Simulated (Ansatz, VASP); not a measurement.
# Cr in VASP and in Ansatz

The input INCAR:

```
SYSTEM = Cr
ALGO = Normal
EDIFF = 1E-7
ENCUT = 520
GGA = RE
ISIF = 2
ISMEAR = -1
ISPIN = 2
LASPH = .True.
LCHARG = .False.
LMAXMIX = 4
LORBIT = 11
LREAL = .False.
LWAVE = .False.
MAGMOM = 0 0.063 0.063
NBANDS = 29
NELM = 150
PREC = Accurate
SIGMA = 0.05
```

Contents of KPOINTS:

```
k-points
0
Gamma
  10 10 15
  0 0 0
```

The input POSCAR:

```
Cr
1.0
    4.2546343091      0.0000000000      0.0000000000
   -2.1273171545      3.6846213955      0.0000000000
    0.0000000000      0.0000000000      2.3000869987
Cr
3
Direct
    0.0000000000      1.0000000000      0.0000000000
    0.3333333333      0.6666666667      0.5000000000
    0.6666666667      0.3333333333      0.5000000000
```

Input for Ansatz:

```yaml
crystal:
  lattice:
    - [4.2546343091, 0.0, 0.0]
    - [-2.1273171545, 3.6846213955, 0.0]
    - [0.0, 0.0, 2.3000869987]
  atoms:
    - { symbol: Cr, position: [0.0, 1.0, 0.0], spin: 0.0 }
    - { symbol: Cr, position: [0.3333333333, 0.6666666667, 0.5], spin: 0.063 }
    - { symbol: Cr, position: [0.6666666667, 0.3333333333, 0.5], spin: 0.063 }
hamiltonian:
  xc: revpbe
  pseudopotentials:
    kind: paw
    azcp:
      Cr: "pseudopotentials/Cr.paw.azcp"
basis:
  ecutwfc: 420
  fft_grid_basis: typed
kpoints:
  mp_grid: { grid: [10, 10, 15], shift: [0, 0, 0] }
magnetization:
  spin_polarized: true
scf:
  occupations: { method: fermi_dirac, width: 0.05 }
  lower_state_search: "off"
output:
  stress: true
```

Alike in both runs: task single point; functional revPBE; k mesh 10 × 10 × 15; occupations fermi-dirac, width 0.05 eV; collinear spin.

|  | VASP | Ansatz |
| --- | --- | --- |
| version | VASP 6.6.1 | Ansatz 0.2.0 |
| potentials or method | VASP PAW PBE potentials, release 64 (Cr_pv), cutoff 520 eV | plane waves (420 eV) with PAW, scalar-relativistic |
| valence electrons in the cell | 36 | 42 |

VASP gave:

- pressure (GPa): -0.1
- traceless stress, the component that is largest in VASP (GPa): 0.71
- net moment per atom (μB): 0.04

Which values does Ansatz return?

Pressure (GPa): 0.2; traceless stress, the component that is largest in VASP (GPa): 0.71; net moment per atom (μB): 0.05.

VASP's potentials were made for PBE, not for revPBE. With one functional, cell and mesh, what is left measures potentials, basis and numerics. VASP's potentials hold 36 valence electrons a cell and Ansatz's 42, so a difference there can come from the potentials and not from the codes. Ansatz's warnings: spin hold released.
